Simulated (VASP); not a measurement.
A run of VASP 6.6.1:

File INCAR:

```
SYSTEM = WC
ALGO = Normal
EDIFF = 1E-6
ENCUT = 520
GGA = PS
ISIF = 2
ISMEAR = -1
LASPH = .TRUE.
LCHARG = .TRUE.
LELF = .TRUE.
LREAL = Auto
LVHAR = .TRUE.
LWAVE = .FALSE.
NBANDS = 86
NELM = 100
PREC = Accurate
SIGMA = 0.24
```

File KPOINTS:

```
k-points
0
G
  2 2 2
  0 0 0
```

The input POSCAR:

```
WC
1.0
   -2.9953670000     -5.1881280000      0.0000000000
    4.4930510000     -2.5940640000      0.0000000000
    0.0000000000      0.0000000000      5.8509640000
W C
8 8
Direct
    0.7049397788      0.4857174669      0.0298241452
    0.7264568593      0.4989270995      0.5277933688
    0.4940775437      0.0014118624      0.0344387694
    0.4510028570      0.0268456945      0.4985674156
    0.2321881575      0.4649376881      0.0432578290
    0.2202301605      0.5011895381      0.5231616534
   -0.0041144184     -0.0127806680      0.0326271021
   -0.0098561579     -0.0169868559      0.5160175315
    0.4420554438      0.7170446738      0.3102052927
    0.4130001645      0.6924664474      0.7545252372
    0.2356688977      0.1400195188      0.2709638959
    0.2388680243      0.1565967974      0.7542175956
   -0.0244637297      0.6435542689      0.2909264183
   -0.0350548910      0.6399877803      0.8033547976
    0.7223995726      0.1540048935      0.2312610366
    0.7820296885      0.2101836640      0.7516026419
```

Potentials or basis: VASP PAW PBE potentials, release 64 (W_sv, C).

The run is started by

```sh
$ cat potpaw_PBE.64/W_sv/POTCAR potpaw_PBE.64/C/POTCAR > POTCAR
$ mpirun -np 1 vasp_std > vasp.out
```

Hardware: 1 thread of Intel(R) Xeon(R) 6975P-C (Granite Rapids), on a shared host.

How long does it take, and how much memory?

Wall time 110 s on 1 thread of Intel(R) Xeon(R) 6975P-C (Granite Rapids), with other jobs on the host, peak memory 0.33 GiB. Counts: scf iterations 17, k points 8.
